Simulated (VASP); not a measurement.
# Cu (Fm-3m) in VASP: notebook

The runs below take Cu through relaxation of cell and atoms, with r2SCAN.

Everything below comes from runs of VASP 6.6.1. Logs are shortened: lines on timing, memory, paths and dates and some standing lists are left out, and cuts for length are marked.

### Step 1. The cell of the first run

The structure is cubic, space group Fm-3m (No. 225). Conventional cell: a = 3.577 Å, b = 3.577 Å, c = 3.577 Å, α = 90.00°, β = 90.00°, γ = 90.00°. Cu (site symmetry m-3m) has 12 Cu at 2.53 Å within 3.3 Å.

### Step 2. Relaxation of cell and atoms, r2SCAN

Contents of POSCAR:

```
Cu
1.0
    0.0000000000      1.7884399369      1.7884399369
    1.7884399369      0.0000000000      1.7884399369
    1.7884399369      1.7884399369      0.0000000000
Cu
1
Direct
    0.0000000000      0.0000000000      0.0000000000
```

Contents of INCAR.step1:

```
ALGO = Normal
EDIFF = 1E-4
ENCUT = 600
GGA = PE
ISMEAR = -1
LASPH = T
LCHARG = F
LREAL = F
LWAVE = T
NELM = 80
PREC = Accurate
SIGMA = 0.15
```

Contents of INCAR.step2:

```
ALGO = Normal
EDIFF = 1E-6
EDIFFG = -0.001
ENCUT = 600
IBRION = 2
ISIF = 3
ISMEAR = -1
ISTART = 1
LASPH = T
LCHARG = F
LMIXTAU = T
LREAL = F
LWAVE = F
METAGGA = R2SCAN
NELM = 80
NSW = 80
PREC = Accurate
SIGMA = 0.15
```

Contents of KPOINTS:

```
k-points
0
Gamma
  20 20 20
```

Potentials or basis: VASP PAW PBE potentials, release 64 (Cu).

On the command line:

```
$ cat potpaw_PBE.64/Cu/POTCAR > POTCAR
$ cp INCAR.step1 INCAR
$ mpirun -np 1 vasp_std > vasp.out
$ cp INCAR.step2 INCAR
$ mpirun -np 1 vasp_std > vasp.out
```

OUTCAR:

```text
EDIFF = 1E-6
   EDIFFG = -0.001
   ENCUT = 600
   IBRION = 2
   ISIF = 3
   ISMEAR = -1
   ISTART = 1
   LASPH = T
   LREAL = F
   METAGGA = R2SCAN
   NELM = 80
   NSW = 80
   PREC = Accurate

 ion  position               nearest neighbor table
   1  0.000  0.000  0.000-

  LATTYP: Found a face centered cubic cell.
 ALAT       =     3.5768798738

  Lattice vectors:

 A1 = (   0.0000000000,   1.7884399369,   1.7884399369)
 A2 = (   1.7884399369,   0.0000000000,   1.7884399369)
 A3 = (   1.7884399369,   1.7884399369,   0.0000000000)

Analysis of symmetry for initial positions (statically):
=====================================================================
 Subroutine PRICEL returns:
 Original cell was already a primitive cell.

 Routine SETGRP: Setting up the symmetry group for a
 face centered cubic supercell.

 Subroutine GETGRP returns: Found 48 space group operations
 (whereof 48 operations were pure point group operations)
 out of a pool of 48 trial point group operations.

The static configuration has the point symmetry O_h .

Analysis of symmetry for dynamics (positions and initial velocities):
=====================================================================
 Subroutine PRICEL returns:
 Original cell was already a primitive cell.

 Routine SETGRP: Setting up the symmetry group for a
 face centered cubic supercell.

 Subroutine GETGRP returns: Found 48 space group operations
 (whereof 48 operations were pure point group operations)
 out of a pool of 48 trial point group operations.

The dynamic configuration has the point symmetry O_h .

 Subroutine INISYM returns: Found 48 space group operations
 (whereof 48 operations are pure point group operations),
 and found     1 'primitive' translations

----------------------------------------------------------------------------------------

                                     Primitive cell

  volume of cell :      11.4407

  direct lattice vectors                    reciprocal lattice vectors
     0.000000000  1.788439937  1.788439937    -0.279573269  0.279573269  0.279573269
     1.788439937  0.000000000  1.788439937     0.279573269 -0.279573269  0.279573269
     1.788439937  1.788439937  0.000000000     0.279573269  0.279573269 -0.279573269

  length of vectors
[... 107 lines left out ...]
   AEXX    =    0.0000 exact exchange contribution
   IVDW    =     0    specifies the selected vdW correction
   LEPSILON=     F    determine dielectric tensor
   LRPA    =     F    only Hartree local field effects (RPA)
 conjugate gradient relaxation of ions
 non-spin polarized calculation
  energy-cutoff  :      600.00
  volume of cell :       11.44
 maximum number of plane-waves:       392
   NGX = 11   NGY = 11   NGZ = 11

--------------------------------------- Ionic step        1  -------------------------------------------

 number of electron      11.0000012 magnetization

 Free energy of the ion-electron system (eV)
  ---------------------------------------------------
  ext. energy  EPLUGINS =         0.00000000
  ---------------------------------------------------
  free energy    TOTEN  =       -10.83757389 eV

  energy without entropy =      -10.81734264  energy(sigma->0) =      -10.82745827

------------------------ aborting loop because EDIFF is reached ----------------------------------------

  FORCE on cell =-STRESS in cart. coord.  units (eV):
  Direction    XX          YY          ZZ          XY          YZ          ZX
  --------------------------------------------------------------------------------------
  -------------------------------------------------------------------------------------
  Total        0.0450639      0.0450639      0.0450639     -0.0000000      0.0000000      0.0000000
  in kB        6.3108243      6.3108243      6.3108243     -0.0000000      0.0000000      0.0000000
  external PRESSURE =       6.3108243 kB  Pullay stress =       0.0000000 kB
[... 86 lines left out ...]
  FREE ENERGIE OF THE ION-ELECTRON SYSTEM (eV)
  ---------------------------------------------------
  free  energy   TOTEN  =       -10.8376949273 eV

  energy  without entropy=      -10.8174132211  energy(sigma->0) =      -10.82755407

[... ionic steps 4 to 19 ...]

--------------------------------------- Ionic step       20  -------------------------------------------

 number of electron      11.0000011 magnetization

------------------------ aborting loop because EDIFF is reached ----------------------------------------
[... 65 lines left out ...]
--------------------------------------- Ionic step       22  -------------------------------------------

 number of electron      11.0000011 magnetization

 Free energy of the ion-electron system (eV)
  ---------------------------------------------------
  ext. energy  EPLUGINS =         0.00000000
  ---------------------------------------------------
  free energy    TOTEN  =       -10.83769468 eV

  energy without entropy =      -10.81741490  energy(sigma->0) =      -10.82755479

 E-fermi :   7.7469     XC(G=0): -13.9297

 val. band max:        7.6976914691   @ k =   0.5000   0.2500   0.1000
 cond. band min:       7.7521223282   @ k =  -0.4500   0.1000   0.0000
 fundamental gap:      0.0544308591
 Fermi energy:         7.7469398552

 k-point     1 :       0.0000    0.0000    0.0000
  band No.  band energies     occupation
      1      -2.1484      2.00000
      2       4.5111      2.00000
      3       4.5112      2.00000
      4       4.5112      2.00000
      5       5.3624      2.00000
      6       5.3624      2.00000
      7      31.3463      0.00000
      8      34.5978      0.00000
      9      34.5978      0.00000
[... 265 lines left out ...]
 k-point    24 :      -0.3500    0.0500    0.0000
  band No.  band energies     occupation
      1       1.8691      2.00000
      2       4.5266      2.00000
      3       4.5688      2.00000
      4       4.7080      2.00000
      5       5.7065      2.00000
      6       6.0087      1.99998
      7      15.5239      0.00000
      8      28.6890      0.00000
      9      31.1770      0.00000

 [... further k-points ...]

------------------------ aborting loop because EDIFF is reached ----------------------------------------

  FORCE on cell =-STRESS in cart. coord.  units (eV):
  Direction    XX          YY          ZZ          XY          YZ          ZX
  --------------------------------------------------------------------------------------
  -------------------------------------------------------------------------------------
  Total       -0.0002787     -0.0002787     -0.0002787      0.0000000     -0.0000000     -0.0000000
  in kB       -0.0388505     -0.0388505     -0.0388505      0.0000000     -0.0000000     -0.0000000
  external PRESSURE =      -0.0388505 kB  Pullay stress =       0.0000000 kB
[... 16 lines left out ...]
  FREE ENERGIE OF THE ION-ELECTRON SYSTEM (eV)
  ---------------------------------------------------
  free  energy   TOTEN  =       -10.8376946802 eV

  energy  without entropy=      -10.8174148964  energy(sigma->0) =      -10.82755479

 reached required accuracy - stopping structural energy minimisation
```

It took 7 min on 1 thread of Intel Xeon 6975P-C (Granite Rapids), shared host; peak memory 0.17 GiB.

What came out:

| Item | Value |
| --- | --- |
| Free energy | -10.8377 eV |
| Relaxed volume | 11.49 Å³/atom |
| Relaxed cell | a = 2.533 Å, b = 2.533 Å, c = 2.533 Å, α = 60.00°, β = 60.00°, γ = 60.00° |
| Space group after relaxing (to 0.05 Å) | Fm-3m (No. 225) |
| Energy gained by relaxing | 0.1 meV/atom |
| Ionic steps | 22 |
| Pressure after relaxing | 0.0 GPa |

Step by step:
```csv
step,energy change (eV),largest force (eV/Å),pressure (GPa),volume (Å³)
1,0.0000,0.0000,0.63,11.44
2,-0.0001,0.0000,-0.37,11.52
3,-0.0001,0.0000,-0.03,11.50
4,-0.0001,0.0000,0.25,11.49
5,-0.0001,0.0000,-0.25,11.49
6,-0.0001,0.0000,0.38,11.47
7,-0.0001,0.0000,-0.04,11.49
8,-0.0001,0.0000,0.26,11.49
9,-0.0001,0.0000,0.05,11.49
10,-0.0001,0.0000,-0.14,11.49
11,-0.0001,0.0000,0.17,11.48
12,-0.0001,0.0000,0.14,11.48
13,-0.0001,0.0000,-0.15,11.49
14,-0.0001,0.0000,0.03,11.49
15,-0.0001,0.0000,-0.23,11.49
16,-0.0001,0.0000,0.15,11.49
17,-0.0001,0.0000,0.07,11.49
18,-0.0001,0.0000,0.02,11.49
19,-0.0001,0.0000,-0.20,11.49
20,-0.0001,0.0000,-0.09,11.49
21,-0.0001,0.0000,0.28,11.49
22,-0.0001,0.0000,0.00,11.49
```

Final structure:
```cif
data_structure
_symmetry_space_group_name_H-M 'P 1'
_symmetry_Int_Tables_number 1
_cell_length_a 2.5330
_cell_length_b 2.5330
_cell_length_c 2.5330
_cell_angle_alpha 60.000
_cell_angle_beta 60.000
_cell_angle_gamma 60.000
_cell_volume 11.49
loop_
_atom_site_label
_atom_site_type_symbol
_atom_site_fract_x
_atom_site_fract_y
_atom_site_fract_z
_atom_site_occupancy
Cu1 Cu 0.00000 0.00000 0.00000 1
```

Levels at points of the mesh, in eV from the Fermi level:
```tsv
k point	band 4	band 5	band 6	band 7	band 8	band 9
(0.00, 0.00, 0.00)	-3.24	-2.38	-2.38	23.60	26.85	26.85
(0.50, 0.00, 0.00)	-1.77	-1.77	-1.14	4.10	22.09	23.57
(0.50, 0.50, 0.00)	-1.61	-1.61	1.56	7.62	13.98	13.98
```

Caveat: the PAW data sets were made with another functional, which shifts forces and pressure a little. Zero-point motion and thermal expansion aren't in these numbers.

### Step 3. Relaxation of cell and atoms, r2SCAN, target pressure 7.3 GPa, at which the enthalpy is minimised

This run uses another cell than the first one, of 10.99 Å³/atom, 0.961 times its volume.

Contents of POSCAR:

```
Cu
1.0
    0.0000000000      1.7646110065      1.7646110065
    1.7646110065      0.0000000000      1.7646110065
    1.7646110065      1.7646110065      0.0000000000
Cu
1
Direct
    0.0000000000      0.0000000000      0.0000000000
```

Contents of INCAR.step1:

```
SYSTEM = Cu
  ALGO = Normal
  EDIFF = 1E-4
  ENCUT = 600
  GGA = PE
  ISMEAR = -1
  LASPH = .True.
  LCHARG = .False.
  LREAL = .False.
  LWAVE = .True.
  NELM = 80
  PREC = Accurate
  SIGMA = 0.1
```

Contents of INCAR.step2:

```
SYSTEM = Cu
  ALGO = Normal
  EDIFF = 1E-6
  EDIFFG = -0.002
  ENCUT = 600
  IBRION = 2
  ISIF = 3
  ISMEAR = -1
  ISTART = 1
  LASPH = .True.
  LCHARG = .False.
  LMIXTAU = .True.
  LREAL = .False.
  LWAVE = .False.
  METAGGA = R2SCAN
  NELM = 80
  NSW = 80
  PREC = Accurate
  PSTRESS = 73.0
  SIGMA = 0.1
```

Contents of KPOINTS:

```
k-points
0
Gamma
  20 20 20
  0 0 0
```

Potentials or basis: VASP PAW PBE potentials, release 64 (Cu).

On the command line:

```
$ cat potpaw_PBE.64/Cu/POTCAR > POTCAR
$ cp INCAR.step1 INCAR
$ mpirun -np 1 vasp_std > vasp.out
$ cp INCAR.step2 INCAR
$ mpirun -np 1 vasp_std > vasp.out
```

It used 610 s of CPU time on 1 thread of AMD EPYC 7R13 Processor (Zen 3), on a shared host.

The run converged. Its results:

- Free energy: -10.8216 eV
- Relaxed volume: 11.03 Å³/atom
- Relaxed cell: a = 2.498 Å, b = 2.498 Å, c = 2.498 Å, α = 60.00°, β = 60.00°, γ = 60.00°
- Space group after relaxing (to 0.05 Å): Fm-3m (No. 225)
- Energy change on relaxing (the enthalpy is what falls): -1.7 meV/atom
- Ionic steps: 11
- Pressure after relaxing: 7.3 GPa

The path:
| step | energy change (eV) | largest force (eV/Å) | pressure (GPa) | volume (Å³) |
| --- | --- | --- | --- | --- |
| 1 | 0.0000 | 0.0000 | 7.76 | 10.99 |
| 2 | -0.0024 | 0.0000 | 6.94 | 11.04 |
| 3 | -0.0019 | 0.0000 | 7.26 | 11.03 |
| 4 | -0.0018 | 0.0000 | 7.66 | 11.03 |
| 5 | -0.0019 | 0.0000 | 6.95 | 11.03 |
| 6 | -0.0018 | 0.0000 | 7.22 | 11.03 |
| 7 | -0.0015 | 0.0000 | 7.44 | 11.02 |
| 8 | -0.0017 | 0.0000 | 7.40 | 11.02 |
| 9 | -0.0018 | 0.0000 | 7.11 | 11.03 |
| 10 | -0.0017 | 0.0000 | 7.27 | 11.03 |
| 11 | -0.0017 | 0.0000 | 7.32 | 11.03 |

Final structure:
```xyz
1
Lattice="0.0000 1.7665 1.7665 1.7665 0.0000 1.7665 1.7665 1.7665 0.0000" Properties=species:S:1:pos:R:3 pbc="T T T"
Cu    0.0000    0.0000    0.0000
```

Levels at points of the mesh, in eV from the Fermi level:
| k point | band 3 | band 4 | band 5 | band 6 | band 7 | band 8 | band 9 |
| --- | --- | --- | --- | --- | --- | --- | --- |
| (0.00, 0.00, 0.00) | -3.36 | -3.36 | -2.45 | -2.45 | 23.95 | 27.54 | 27.54 |
| (0.50, 0.00, 0.00) | -3.41 | -1.80 | -1.80 | -1.26 | 4.34 | 22.42 | 24.27 |
| (0.50, 0.50, 0.00) | -1.84 | -1.63 | -1.63 | 1.54 | 7.93 | 14.33 | 14.33 |

Caveat: the cell is relaxed towards a set pressure, so the enthalpy falls and the energy may rise; the PAW data sets were made with another functional, which shifts forces and pressure a little. Zero-point motion and thermal expansion aren't in these numbers.
